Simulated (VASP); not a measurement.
# AlN in VASP: further runs, part 2 of 2

VASP 6.6.1. Earlier steps stand in the parts before.

### Step 4. Single point, PBE

This run uses another cell than the first one, of 8.23 Å³/atom, 0.930 times its volume.

Contents of INCAR:

```
SYSTEM = AlN
ALGO     = Normal         ! electronic algorithm
EDIFF    = 1E-7           ! SCF threshold, eV
ENCUT    = 520            ! plane-wave cutoff, eV
GGA      = PE             ! functional
ISIF     = 2              ! what is computed and relaxed
ISMEAR   = -1             ! smearing method
LASPH    = .True.         ! aspherical terms in the spheres
LCHARG   = .False.        ! write CHGCAR
LREAL    = .False.        ! projectors in reciprocal space
LWAVE    = .False.        ! write WAVECAR
NBANDS   = 11             ! bands
NELM     = 100            ! most SCF steps
PREC     = Accurate       ! precision mode
SIGMA    = 0.02           ! smearing width, eV
```

Contents of KPOINTS:

```
k-points
0
Gamma
  10 10 10
  0 0 0
```

Contents of POSCAR:

```
AlN
1.0
    0.0000000000      2.0188684697      2.0188684697
    2.0188684697      0.0000000000      2.0188684697
    2.0188684697      2.0188684697      0.0000000000
Al N
1 1
Direct
    0.0000000000      0.0000000000      0.0000000000
    0.5000000000      0.5000000000      0.5000000000
```

Potentials or basis: VASP PAW PBE potentials, release 64 (Al, N).

Launch:

```sh
$ cat potpaw_PBE.64/Al/POTCAR potpaw_PBE.64/N/POTCAR > POTCAR
$ mpirun -np 1 vasp_std > vasp.out
```

OUTCAR:

```text
SYSTEM = AlN
   EDIFF = 1E-7
   ENCUT = 520
   GGA = PE
   ISIF = 2
   ISMEAR = -1
   LASPH = .True.
   LREAL = .False.
   NELM = 100
   PREC = Accurate

 ion  position               nearest neighbor table
   1  0.000  0.000  0.000-   2 2.02   2 2.02   2 2.02   2 2.02   2 2.02   2 2.02
   2  0.500  0.500  0.500-   1 2.02   1 2.02   1 2.02   1 2.02   1 2.02   1 2.02

  LATTYP: Found a face centered cubic cell.
 ALAT       =     4.0377369394

  Lattice vectors:

 A1 = (   0.0000000000,   2.0188684697,   2.0188684697)
 A2 = (   2.0188684697,   0.0000000000,   2.0188684697)
[... 514 lines left out ...]
      8      25.6750      0.00000
      9      26.4429      0.00000
     10      31.8956      0.00000
     11      34.8768      0.00000

 [... further k-points ...]
[... 5 lines left out ...]
  --------------------------------------------------------------------------------------
  -------------------------------------------------------------------------------------
  Total        0.6292340      0.6292340      0.6292340     -0.0000000     -0.0000000     -0.0000000
  in kB       61.2588286     61.2588286     61.2588286     -0.0000000     -0.0000000     -0.0000000
  external PRESSURE =      61.2588286 kB  Pullay stress =       0.0000000 kB

 VOLUME and BASIS-vectors are now :
 -----------------------------------------------------------------------------
  energy-cutoff  :      520.00
  volume of cell :       16.46
      direct lattice vectors                 reciprocal lattice vectors
     0.000000000  2.018868470  2.018868470    -0.247663485  0.247663485  0.247663485
     2.018868470  0.000000000  2.018868470     0.247663485 -0.247663485  0.247663485
     2.018868470  2.018868470  0.000000000     0.247663485  0.247663485 -0.247663485

 POSITION                                       TOTAL-FORCE (eV/Angst)
 -----------------------------------------------------------------------------------
      0.00000      0.00000      0.00000        -0.000000     -0.000000      0.000000
      2.01887      2.01887      2.01887         0.000000      0.000000     -0.000000
 -----------------------------------------------------------------------------------
    total drift:                               -0.000000     -0.000000      0.000000

  FREE ENERGIE OF THE ION-ELECTRON SYSTEM (eV)
  ---------------------------------------------------
  free  energy   TOTEN  =       -14.5383882769 eV

  energy  without entropy=      -14.5383882769  energy(sigma->0) =      -14.53838828
```

OSZICAR:

```text
N       E                     dE             d eps       ncg     rms          rms(c)
DAV:   1     0.118865986767E+02    0.11887E+02   -0.40061E+03  1050   0.622E+02
DAV:   2    -0.155015151531E+02   -0.27388E+02   -0.26241E+02  1257   0.143E+02
DAV:   3    -0.162835792842E+02   -0.78206E+00   -0.78056E+00  1254   0.223E+01
DAV:   4    -0.162866292778E+02   -0.30500E-02   -0.30498E-02  1172   0.149E+00
DAV:   5    -0.162866545473E+02   -0.25270E-04   -0.25269E-04  1214   0.133E-01    0.761E+00
DAV:   6    -0.145591308038E+02    0.17275E+01   -0.74593E+00  1130   0.145E+01    0.270E+00
DAV:   7    -0.145441098233E+02    0.15021E-01   -0.18271E-01  1171   0.312E+00    0.178E+00
DAV:   8    -0.145386806429E+02    0.54292E-02   -0.15537E-02  1094   0.109E+00    0.336E-01
DAV:   9    -0.145383357564E+02    0.34489E-03   -0.14525E-03  1175   0.228E-01    0.151E-01
DAV:  10    -0.145383942140E+02   -0.58458E-04   -0.13354E-04  1150   0.852E-02    0.420E-02
DAV:  11    -0.145383886433E+02    0.55707E-05   -0.17730E-05  1211   0.237E-02    0.772E-03
DAV:  12    -0.145383883245E+02    0.31877E-06   -0.64691E-07  1145   0.673E-03    0.129E-03
DAV:  13    -0.145383882769E+02    0.47613E-07   -0.10214E-08   628   0.701E-04
   1 F= -.14538388E+02 E0= -.14538388E+02  d E =-.701855E-11
```

stdout:

```text
POSCAR found type information on POSCAR AlN
 POSCAR found :  2 types and       2 ions
 scaLAPACK will be used
 LDA part: xc-table for (Slater+PW92), standard interpolation
 POSCAR, INCAR and KPOINTS ok, starting setup
 FFT: planning ... GRIDC
 FFT: planning ... GRID_SOFT
 FFT: planning ... GRID
 WAVECAR not read
 entering main loop
```

Wall time 10 s (1 thread of AMD EPYC 7R43 (Zen 3), shared host); peak memory 0.1 GiB.

Results:

```
Free energy            : -14.5384 eV
Pressure               : 6.1 GPa
Band gap on the k mesh : 4.65 eV, indirect (least direct gap 5.74 eV)
```

Levels at points of the mesh, in eV from the valence-band top:
```tsv
k point	band 1	band 2	band 3	band 4	band 5	band 6	band 7	band 8	band 9
(0.00, 0.00, 0.00)	-17.59	0.00	0.00	0.00	5.74	12.18	12.18	12.18	17.33
(0.50, 0.00, 0.00)	-14.31	-8.33	-1.08	-1.08	6.16	11.03	11.03	13.36	16.14
(0.50, 0.50, 0.00)	-13.33	-7.41	-2.81	-2.81	4.65	5.30	14.10	17.31	17.31
```

A k mesh can miss the band edges. PBE gaps usually lie below the measured ones, often by a third to a half.

### Step 5. Single point, r2SCAN

This run uses another cell than the first one, of 8.23 Å³/atom, 0.930 times its volume.

POSCAR is that of step 4.

Contents of INCAR.step1:

```
SYSTEM = AlN
PREC = Accurate
ENCUT = 520
ISMEAR = 0
SIGMA = 0.01
LREAL = .False.
LASPH = .True.
NELM = 80
NBANDS = 11
GGA = PE
ALGO = Normal
EDIFF = 1E-4
LWAVE = .True.
LCHARG = .False.
```

Contents of INCAR.step2:

```
SYSTEM = AlN
PREC = Accurate
ENCUT = 520
EDIFF = 1E-6
ISMEAR = 0
SIGMA = 0.01
LREAL = .False.
LASPH = .True.
NELM = 80
ALGO = Normal
ISIF = 2
LWAVE = .False.
LCHARG = .False.
METAGGA = R2SCAN
LMIXTAU = .True.
NBANDS = 11
ISTART = 1
```

Contents of KPOINTS:

```
Automatic mesh
0
Gamma
  10 10 10
  0 0 0
```

Launch:

```sh
$ cat potpaw_PBE.64/Al/POTCAR potpaw_PBE.64/N/POTCAR > POTCAR
$ cp INCAR.step1 INCAR
$ mpirun -np 1 vasp_std > vasp.out
$ cp INCAR.step2 INCAR
$ mpirun -np 1 vasp_std > vasp.out
```

Run time: 40 s. Hardware: 1 thread of AMD EPYC 7R43 (Zen 3), shared host; peak memory 0.1 GiB.

Results (log left out):

```yaml
Free_energy: -18.8969 eV
Pressure: -0.8 GPa
Band_gap_on_the_k_mesh: 5.53 eV, indirect (least direct gap 6.58 eV)
```

Levels at points of the mesh, in eV from the valence-band top:
| k point | band 2 | band 3 | band 4 | band 5 | band 6 | band 7 |
| --- | --- | --- | --- | --- | --- | --- |
| (0.00, 0.00, 0.00) | 0.00 | 0.00 | 0.00 | 6.58 | 12.93 | 12.93 |
| (0.50, 0.00, 0.00) | -8.47 | -1.16 | -1.16 | 6.94 | 11.94 | 11.94 |
| (0.50, 0.50, 0.00) | -7.57 | -2.91 | -2.91 | 5.53 | 5.97 | 15.43 |

Caveat: the PAW data sets were made with another functional, which shifts forces and pressure a little. r2SCAN opens gaps a little over a GGA but as a rule still falls short of measured ones.

### Step 6. Single point, PBE (uniaxial x strain -4.0%)

Contents of INCAR:

```
  PREC = Accurate
  ENCUT = 520
  EDIFF = 1E-7
  ISMEAR = -1
  SIGMA = 0.02
  LREAL = False
  LASPH = True
  NELM = 100
  ALGO = Normal
  ISIF = 2
  LWAVE = False
  LCHARG = True
  GGA = PE
  LELF = True
  LVHAR = True
  NBANDS = 11
```

Contents of KPOINTS:

```
regular mesh
0
Gamma
  10 10 10
```

Contents of POSCAR:

```
AlN
1.0
    0.0000000000      2.0188684697      2.0188684697
    1.9381137309      0.0000000000      2.0188684697
    1.9381137309      2.0188684697      0.0000000000
Al N
1 1
Direct
    0.0000000000      0.0000000000      0.0000000000
    0.5000000000      0.5000000000      0.5000000000
```

Potentials or basis: VASP PAW PBE potentials, release 64 (Al, N).

Launch:

```sh
$ cat potpaw_PBE.64/Al/POTCAR potpaw_PBE.64/N/POTCAR > POTCAR
$ mpirun -np 1 vasp_std > vasp.out
```

It took 21 s on 1 thread of AMD EPYC 7R43 (Zen 3), shared host; peak memory 0.11 GiB.

The run converged. Its results:

| Quantity | Value |
| --- | --- |
| Free energy | -14.4671 eV |
| Pressure | 19.3 GPa |
| Band gap on the k mesh | 4.72 eV, indirect (least direct gap 6.21 eV) |

Stress tensor (GPa, compression positive):
```
30.14  0.00  0.00
 0.00 13.86  0.00
 0.00  0.00 13.86
```

Levels at points of the mesh, in eV from the valence-band top:
```csv
k point,band 1,band 2,band 3,band 4,band 5,band 6,band 7,band 8
"(0.00, 0.00, 0.00)",-18.07,-0.31,0.00,0.00,6.21,12.05,12.05,12.61
"(0.50, 0.00, 0.00)",-14.62,-8.69,-1.35,-1.19,6.27,10.80,11.86,13.85
"(0.50, 0.50, 0.00)",-13.70,-7.85,-3.16,-2.64,5.10,5.28,14.33,17.33
"(0.00, 0.50, 0.50)",-13.36,-7.64,-3.23,-3.23,4.72,4.86,14.85,17.60
```

Caveat: the cell differs from its parent crystal (uniaxial x strain -4.0%).

### Step 7. The runs side by side

```csv
level,cell,k mesh,smearing,gap on the mesh (eV),pressure (GPa)
PBE,"a = 2.884 Å, angles 62.0°, 2 atoms",6 × 6 × 6,gaussian 0.01 eV,3.44,-11.2
PBE,"a = 2.865 Å, angles 59.8°, 2 atoms",6 × 6 × 6,gaussian 0.01 eV,4.57,4.7
PBE,"a = 2.855 Å, angles 60.0°, 2 atoms",10 × 10 × 10,fermi-dirac 0.02 eV,4.65,6.1
r2SCAN,"a = 2.855 Å, angles 60.0°, 2 atoms",10 × 10 × 10,gaussian 0.01 eV,5.53,-0.8
PBE,"a = 2.855, b = 2.799, c = 2.799 Å, angles 61.3, 59.3, 59.3°, 2 atoms",10 × 10 × 10,fermi-dirac 0.02 eV,4.72,19.3
```

Alike in all rows: task single point; potentials or basis VASP PAW PBE potentials, release 64 (Al, N); no spin polarisation; cutoff (eV) 520.

Caveats: some runs use coarse meshes; the PAW data sets were made with another functional, which shifts forces and pressure a little (some runs).

Absolute energies hang on the potentials; compare differences alone.
